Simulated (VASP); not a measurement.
A run of VASP 6.6.1 is set up as follows.

INCAR

```
  PREC = Accurate
  ENCUT = 520
  EDIFF = 1E-6
  ISMEAR = -1
  SIGMA = 0.08
  LREAL = False
  LASPH = True
  NELM = 80
  ALGO = Normal
  ISIF = 2
  LWAVE = False
  LCHARG = True
  GGA = PS
  LELF = True
  LVHAR = True
  NBANDS = 22
```

File KPOINTS:

```
regular mesh
0
Gamma
  11 11 11
```

Contents of POSCAR:

```
Bi
1.0
    0.0000000000      2.8440472607      2.8440472607
    2.8440472607      0.0000000000      2.8440472607
    2.8440472607      2.8440472607      0.0000000000
Bi
2
Direct
   -0.1250000000     -0.1250000000     -0.1250000000
    0.1250000000      0.1250000000      0.1250000000
```

Potentials or basis: VASP PAW PBE potentials, release 64 (Bi_d).

Launch:

```sh
$ cat potpaw_PBE.64/Bi_d/POTCAR > POTCAR
$ mpirun -np 1 vasp_std > vasp.out
```

(1) Estimate the band gap on the k mesh.

(2) Estimate the pressure.

Results:

(1) zero (band 15 reaches 13.80 eV, above the bottom of band 16 at 11.39 eV).

(2) 102.8 GPa.

Caveat: the PAW data sets were made with another functional, which shifts forces and pressure a little; spin-orbit coupling is left out, which moves the levels of the heavy elements.
